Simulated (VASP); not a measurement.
The system is LiCl.

```
Li Cl
1.0
     0.00000    2.25107    2.25107
     2.25107    0.00000    2.25107
     2.25107    2.25107    0.00000
Li Cl
1 1
Direct
  0.00000 0.00000 0.00000
  0.50000 0.50000 0.50000
```

* Program: VASP 6.6.1
* Task: relaxation of cell and atoms
* Functional: PBE
* Potentials or basis: VASP PAW PBE potentials, release 64 (Li_sv, Cl)
* Cutoff: 600 eV
* k mesh: 8 × 8 × 8
* Occupations: fermi-dirac, width 0.02 eV
* Spin: no spin polarisation

At the start: pressure 30.3 GPa; volume 11.41 Å³/atom.

Problem. Where does the relaxation end?

Solution. Over 22 steps the energy falls by 371.2 meV/atom and the volume is 16.91 Å³/atom (+48.2 %); space group Fm-3m (No. 225, to 0.1 Å) before and after.

The path:
```csv
step,energy change (eV),largest force (eV/Å),pressure (GPa),volume (Å³)
1,0.0000,0.0000,30.34,22.81
2,-0.7065,0.0000,4.02,30.71
3,-0.7378,0.0000,1.31,32.64
4,-0.7187,0.0000,-2.43,36.74
5,-0.7424,0.0000,-0.12,33.93
6,-0.7424,0.0000,0.14,33.68
7,-0.7424,0.0000,0.14,33.68
8,-0.7424,0.0000,0.15,33.68
9,-0.7424,0.0000,0.14,33.68
10,-0.7424,0.0000,0.14,33.68
11,-0.7424,0.0000,0.14,33.68
12,-0.7424,0.0000,0.14,33.68
13,-0.7424,0.0000,0.14,33.68
14,-0.7424,0.0000,0.14,33.68
15,-0.7424,0.0000,0.14,33.68
16,-0.7424,0.0000,0.14,33.68
17,-0.7424,0.0000,0.14,33.69
18,-0.7424,0.0000,0.13,33.69
19,-0.7424,0.0000,0.12,33.70
20,-0.7424,0.0000,0.10,33.72
21,-0.7424,0.0000,0.07,33.75
22,-0.7424,0.0000,0.00,33.82
```

Final structure:
```cif
data_structure
_symmetry_space_group_name_H-M 'P 1'
_symmetry_Int_Tables_number 1
_cell_length_a 3.6298
_cell_length_b 3.6298
_cell_length_c 3.6298
_cell_angle_alpha 60.000
_cell_angle_beta 60.000
_cell_angle_gamma 60.000
_cell_volume 33.82
loop_
_atom_site_label
_atom_site_type_symbol
_atom_site_fract_x
_atom_site_fract_y
_atom_site_fract_z
_atom_site_occupancy
Li1 Li 0.00000 0.00000 0.00000 1
Cl1 Cl 0.50000 0.50000 0.50000 1
```

Caveat: the cutoff is under 1.25 times the usual one of these potentials, so pressure, stress and relaxed cells hold a basis-set (Pulay) error; the volume moved by over 15 % at a fixed basis, so the end points are rough.
